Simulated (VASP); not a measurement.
# Cu (Fm-3m) in VASP: further runs

Cu is run at these levels: PBE; tasks: single point.

Program: VASP 6.6.1. These are calculated values, not measurements. Logs are shortened: lines on timing, memory, paths and dates and some standing lists are left out, and cuts for length are marked.

## (1) The cell of the first run

Symmetry: Fm-3m, No. 225, cubic system. The conventional cell has a = 3.615 Å, b = 3.615 Å, c = 3.615 Å, α = 90.00°, β = 90.00°, γ = 90.00°. Cu (site symmetry m-3m) has 12 Cu at 2.56 Å within 3.4 Å.

## (2) Single point, PBE

The input, INCAR:

```
SYSTEM = Cu
  ALGO = Normal
  EDIFF = 1E-6
  ENCUT = 520
  GGA = PE
  ISIF = 2
  ISMEAR = -1
  LASPH = .True.
  LCHARG = .True.
  LELF = .True.
  LREAL = .False.
  LVHAR = .True.
  LWAVE = .False.
  NBANDS = 12
  NELM = 100
  PREC = Accurate
  SIGMA = 0.1
```

The input, KPOINTS:

```
k-points
0
Gamma
  15 15 15
  0 0 0
```

The input, POSCAR:

```
Cu
1.0
    0.0000000000      1.8075000000      1.8075000000
    1.8075000000      0.0000000000      1.8075000000
    1.8075000000      1.8075000000      0.0000000000
Cu
1
Direct
    0.0000000000      0.0000000000      0.0000000000
```

Potentials or basis: VASP PAW PBE potentials, release 64 (Cu).

Launch:

```console
> cat potpaw_PBE.64/Cu/POTCAR > POTCAR
> mpirun -np 1 vasp_std > vasp.out
```

OUTCAR:

```text
SYSTEM = Cu
   EDIFF = 1E-6
   ENCUT = 520
   GGA = PE
   ISIF = 2
   ISMEAR = -1
   LASPH = .True.
   LREAL = .False.
   NELM = 100
   PREC = Accurate

 ion  position               nearest neighbor table
   1  0.000  0.000  0.000-

  LATTYP: Found a face centered cubic cell.
 ALAT       =     3.6150000000

  Lattice vectors:

 A1 = (   0.0000000000,   1.8075000000,   1.8075000000)
 A2 = (   1.8075000000,   0.0000000000,   1.8075000000)
 A3 = (   1.8075000000,   1.8075000000,   0.0000000000)

Analysis of symmetry for initial positions (statically):
=====================================================================
 Subroutine PRICEL returns:
 Original cell was already a primitive cell.

 Routine SETGRP: Setting up the symmetry group for a
 face centered cubic supercell.

 Subroutine GETGRP returns: Found 48 space group operations
 (whereof 48 operations were pure point group operations)
 out of a pool of 48 trial point group operations.

The static configuration has the point symmetry O_h .

Analysis of symmetry for dynamics (positions and initial velocities):
=====================================================================
 Subroutine PRICEL returns:
 Original cell was already a primitive cell.

 Routine SETGRP: Setting up the symmetry group for a
 face centered cubic supercell.

 Subroutine GETGRP returns: Found 48 space group operations
 (whereof 48 operations were pure point group operations)
 out of a pool of 48 trial point group operations.

The dynamic configuration has the point symmetry O_h .

 Subroutine INISYM returns: Found 48 space group operations
 (whereof 48 operations are pure point group operations),
 and found     1 'primitive' translations

----------------------------------------------------------------------------------------

                                     Primitive cell

  volume of cell :      11.8104

  direct lattice vectors                    reciprocal lattice vectors
     0.000000000  1.807500000  1.807500000    -0.276625173  0.276625173  0.276625173
     1.807500000  0.000000000  1.807500000     0.276625173 -0.276625173  0.276625173
     1.807500000  1.807500000  0.000000000     0.276625173  0.276625173 -0.276625173

  length of vectors
     2.556191014  2.556191014  2.556191014     0.479128854  0.479128854  0.479128854

  position of ions in fractional coordinates (direct lattice)
     0.000000000  0.000000000  0.000000000

  ion indices of the primitive-cell ions
   primitive index   ion index
                 1           1

[... 67 lines left out ...]
   LSORBIT =      F    spin-orbit coupling
   LASPH  =      T    aspherical Exc in radial PAW
   ENCUT  =  520.0 eV  38.22 Ry    6.18 a.u.   4.75  4.75  4.75*2*pi/ulx,y,z
   NELM   =    100;   NELMIN=  2; NELMDL= -5     # of ELM steps
   EDIFF  = 0.1E-05   stopping-criterion for ELM
   LREAL  =      F    real-space projection
   EDIFFG = 0.1E-04   stopping-criterion for IOM
   NSW    =      0    number of steps for IOM
   IBRION =     -1    ionic relax: 0-MD 1-quasi-New 2-CG
   NFREE  =      0    steps in history (QN), initial steepest desc. (CG)
   ISIF   =      2    stress and relaxation
   ISYM   =      2    0-nonsym 1-usesym 2-fastsym
   POTIM  = 0.5000    time-step for ionic-motion
   TEBEG  =    0.0;   TEEND  =   0.0 temperature during run
   PSTRESS=    0.0 pullay stress
   NELECT =      11.0000    total number of electrons
   NUPDOWN=      -1.0000    fix difference up-down
   EMIN   =  10.00;   EMAX   =-10.00  energy-range for DOS
   EFERMI =   0.00;   METHOD = LEGACY
   ISMEAR =    -1;   SIGMA  =   0.10  broadening in eV -4-tet -1-fermi 0-gaus
   EFERMI_NEDOS =   21; number of points for ismear=-14 and -15
   IALGO  =     38    algorithm
   IMIX   =      4    mixing-type and parameters
     AMIX     =   0.40;   BMIX     =  1.00
     AMIX_MAG =   1.60;   BMIX_MAG =  1.00
  volume/ion in A,a.u.               =      11.81        79.70
  Fermi-wavevector in a.u.,A,eV,Ry     =   1.598763  3.021224 34.777078  2.556043
  Thomas-Fermi vector in A             =   2.696162
   LORBIT       =      0    0 simple, 1 ext, 2 COOP (PROOUT), +10 PAW based schemes
   GGA     = PE    functional components
[... 5 lines left out ...]
 non-spin polarized calculation
  energy-cutoff  :      520.00
  volume of cell :       11.81
 maximum number of plane-waves:       331
   NGX =  9   NGY =  9   NGZ =  9

 number of electron      11.0000001 magnetization

 Free energy of the ion-electron system (eV)
  ---------------------------------------------------
  ext. energy  EPLUGINS =         0.00000000
  ---------------------------------------------------
  free energy    TOTEN  =        -3.73069921 eV

  energy without entropy =       -3.72012392  energy(sigma->0) =       -3.72541156

 E-fermi :   7.6633     XC(G=0): -12.7267

 val. band max:        7.6629179842   @ k =  -0.4000   0.1333   0.0000
 cond. band min:       7.7012241097   @ k =  -0.4667   0.1333   0.0667
 fundamental gap:      0.0383061255
 Fermi energy:         7.6633250770

 k-point     1 :       0.0000    0.0000    0.0000
  band No.  band energies     occupation
      1      -1.7661      2.00000
      2       4.5511      2.00000
      3       4.5511      2.00000
      4       4.5511      2.00000
      5       5.3725      2.00000
      6       5.3725      2.00000
      7      30.1796      0.00000
      8      32.8234      0.00000
      9      32.8234      0.00000
     10      32.8234      0.00000
     11      35.3135      0.00000
     12      35.3136      0.00000
[... 331 lines left out ...]
 k-point    24 :       0.2000    0.1333    0.0000
  band No.  band energies     occupation
      1      -0.3555      2.00000
      2       4.1902      2.00000
      3       4.8209      2.00000
      4       4.8487      2.00000
      5       5.1233      2.00000
      6       5.5116      2.00000
      7      25.2130      0.00000
      8      27.4819      0.00000
      9      28.5338      0.00000
     10      30.6700      0.00000
     11      33.3804      0.00000
     12      39.1051      0.00000

 [... further k-points ...]
[... 5 lines left out ...]
  --------------------------------------------------------------------------------------
  -------------------------------------------------------------------------------------
  Total        0.1656242      0.1656242      0.1656242      0.0000000     -0.0000000      0.0000000
  in kB       22.4682624     22.4682624     22.4682624      0.0000000     -0.0000000      0.0000000
  external PRESSURE =      22.4682624 kB  Pullay stress =       0.0000000 kB

 VOLUME and BASIS-vectors are now :
 -----------------------------------------------------------------------------
  energy-cutoff  :      520.00
  volume of cell :       11.81
      direct lattice vectors                 reciprocal lattice vectors
     0.000000000  1.807500000  1.807500000    -0.276625173  0.276625173  0.276625173
     1.807500000  0.000000000  1.807500000     0.276625173 -0.276625173  0.276625173
     1.807500000  1.807500000  0.000000000     0.276625173  0.276625173 -0.276625173

 POSITION                                       TOTAL-FORCE (eV/Angst)
 -----------------------------------------------------------------------------------
      0.00000      0.00000      0.00000         0.000000     -0.000000     -0.000000
 -----------------------------------------------------------------------------------
    total drift:                               -0.000000     -0.000000     -0.000000

  FREE ENERGIE OF THE ION-ELECTRON SYSTEM (eV)
  ---------------------------------------------------
  free  energy   TOTEN  =        -3.7306992071 eV

  energy  without entropy=       -3.7201239166  energy(sigma->0) =       -3.72541156
```

It took 19 s on 1 thread of AMD EPYC 7R43 (Zen 3), shared host; peak memory 0.1 GiB.

Results:

```
Free energy : -3.7307 eV
Pressure    : 2.2 GPa
```

## (3) Single point, PBE

The input, INCAR:

```
PREC = Accurate
ENCUT = 520
EDIFF = 1E-6
ISMEAR = -1
SIGMA = 0.1
LREAL = F
LASPH = T
NELM = 60
ALGO = Normal
ISIF = 2
LWAVE = F
LCHARG = T
GGA = PE
LELF = T
LVHAR = T
NBANDS = 12
```

The input, KPOINTS:

```
regular mesh
0
Gamma
  15 15 15
```

POSCAR is that of step 2.

Potentials or basis: VASP PAW PBE potentials, release 64 (Cu).

Launch:

```console
> cat potpaw_PBE.64/Cu/POTCAR > POTCAR
> mpirun -np 1 vasp_std > vasp.out
```

Run time: 18 s. Hardware: 1 thread of AMD EPYC 7R43 (Zen 3), shared host; peak memory 0.09 GiB.

The run converged. Its results:

```
Free energy : -3.7307 eV
Pressure    : 2.2 GPa
```

Levels at points of the mesh, in eV from the Fermi level:
```csv
k point,band 3,band 4,band 5,band 6,band 7,band 8,band 9,band 10
"(0.00, 0.00, 0.00)",-3.11,-3.11,-2.29,-2.29,22.52,25.16,25.16,25.16
```
